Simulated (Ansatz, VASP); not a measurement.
**One calculation of HfO2, two programs**

INCAR

```
SYSTEM = HfO2
  ALGO = Normal
  EDIFF = 1E-7
  EDIFFG = -0.01
  ENCUT = 600
  GGA = RP
  GGA_COMPAT = .False.
  IBRION = 2
  ISIF = 3
  ISMEAR = -1
  IVDW = 13
  LASPH = .True.
  LCHARG = .False.
  LREAL = .False.
  LWAVE = .False.
  NELM = 120
  NELMIN = 4
  NSW = 60
  PREC = Accurate
  SIGMA = 0.05
```

The input KPOINTS:

```
k-points
0
Gamma
  8 8 5
  0 0 0
```

POSCAR

```
HfO2
1.0
    3.5580193300      0.0000000000      0.0000000000
    0.0000000000      3.5580193300      0.0000000000
    0.0000000000      0.0000000000      5.1718612100
Hf O
2 4
Direct
    0.0000000000      0.0000000000      0.0000000000
    0.5000000000      0.5000000000      0.5000000000
    0.0000000000      0.5000000000      0.1972078800
    0.5000000000      0.0000000000      0.3027921200
    0.5000000000      0.0000000000      0.8027921200
    0.0000000000      0.5000000000      0.6972078800
```

The input input.yaml:

```yaml
crystal:
  lattice:
    - [3.55801933, 0.0, 0.0]
    - [0.0, 3.55801933, 0.0]
    - [0.0, 0.0, 5.17186121]
  atoms:
    - { symbol: Hf, position: [0.0, 0.0, 0.0] }
    - { symbol: Hf, position: [0.5, 0.5, 0.5] }
    - { symbol: O, position: [0.0, 0.5, 0.19720788] }
    - { symbol: O, position: [0.5, 0.0, 0.30279212] }
    - { symbol: O, position: [0.5, 0.0, 0.80279212] }
    - { symbol: O, position: [0.0, 0.5, 0.69720788] }
hamiltonian:
  xc: rpbe
  pseudopotentials: { kind: paw }
  dispersion: d4
kpoints:
  mp_grid: { grid: [8, 8, 5] }
scf:
  occupations: { method: fermi_dirac, width: 0.05 }
output:
  forces: true
  stress: true
  write_density: true
  write_potential: true
  elf: true
  volumetric_format: npy
relax:
  f_tol: 0.01
  max_steps: 40
  cell: { stress_tol: 0.05 }
```

Alike in both runs: task relaxation of cell and atoms; functional RPBE; dispersion D4; k mesh 8 × 8 × 5; occupations fermi-dirac, width 0.05 eV; no spin polarisation.

|  | VASP | Ansatz |
| --- | --- | --- |
| version | VASP 6.6.1 | Ansatz 0.2.0 |
| potentials or method | VASP PAW PBE potentials, release 64 (Hf_pv, O) | Ansatz PAW |
| plane-wave cutoff (eV) | 600 | 420 |
| valence electrons in the cell | 44 | 76 |

```csv
,VASP,Ansatz,Ansatz less VASP
"gap on the k mesh at the Fermi level, each at its own relaxed structure (eV)",4.78,4.79,+0.004
relaxed volume (Å³/atom),11.08,11.29,+0.214
relaxed cell length with the largest relative difference (Å),5.198,5.244,+0.0456
```

VASP's potentials were made for PBE, not for RPBE. VASP's potentials hold 44 valence electrons a cell and Ansatz's 76, so a difference there can come from the potentials and not from the codes.

Spin-orbit coupling is off throughout. Noted on Ansatz's run: odd divisions of the mesh miss points on the zone boundary, where band edges often lie, so the gap on the mesh can be too wide; the plane-wave basis is chosen anew once the cell has moved, so the energies of steps on either side of that aren't comparable.
